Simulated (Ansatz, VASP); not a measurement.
Si3Br in VASP and in Ansatz

The input INCAR:

```
SYSTEM = Si3Br
ALGO = Normal ; EDIFF = 1E-6
ENCUT = 520 ; GGA = PE
ISIF = 2 ; ISMEAR = 0
LASPH = .TRUE. ; LCHARG = .FALSE.
LREAL = .FALSE. ; LWAVE = .FALSE.
NBANDS = 18 ; NELM = 60
PREC = Accurate ; SIGMA = 0.1
```

KPOINTS

```
k-points
0
G
  4 4 4
  0 0 0
```

File POSCAR:

```
Si3Br
1.0
    4.3965365800      0.0000000000      0.0000000000
    0.0000000000      4.3965365800      0.0000000000
    0.0000000000      0.0000000000      4.3965365800
Si Br
3 1
Direct
    0.5000000000      0.0000000000      0.0000000000
    0.0000000000      0.5000000000      0.0000000000
    0.0000000000      0.0000000000      0.5000000000
    0.5000000000      0.5000000000      0.5000000000
```

Input for Ansatz:

```yaml
crystal:
  lattice:
    - [4.39653658, 0.0, 0.0]
    - [0.0, 4.39653658, 0.0]
    - [0.0, 0.0, 4.39653658]
  atoms:
    - { symbol: Si, position: [0.5, 0.0, 0.0] }
    - { symbol: Si, position: [0.0, 0.5, 0.0] }
    - { symbol: Si, position: [0.0, 0.0, 0.5] }
    - { symbol: Br, position: [0.5, 0.5, 0.5] }
basis:
  ecutwfc: 420
kpoints:
  mp_grid: { grid: [4, 4, 4] }
hamiltonian:
  xc: pbe
scf:
  occupations: { method: gaussian, width: 0.1 }
  lower_state_search: "off"
output:
  forces: true
  stress: true
  eigenvalues: true
```

Alike in both runs: task single point; functional PBE; k mesh 4 × 4 × 4; occupations gaussian, width 0.1 eV; no spin polarisation.

```csv
,VASP,Ansatz
version,VASP 6.6.1,Ansatz 0.2.0
potentials or method,"VASP PAW PBE potentials, release 64 (Si, Br), cutoff 520 eV","scalar-relativistic, plane waves, PAW"
valence electrons in the cell,19,19
```

```tsv
	VASP	Ansatz	Ansatz less VASP
gap on the k mesh at the Fermi level (eV)	none	none	-
pressure (GPa)	-4.6	-4.6	-0.01
```

A gap of «none» marks a metal or a gap that the smearing closes. With one functional, cell and mesh, what is left measures potentials, basis and numerics.
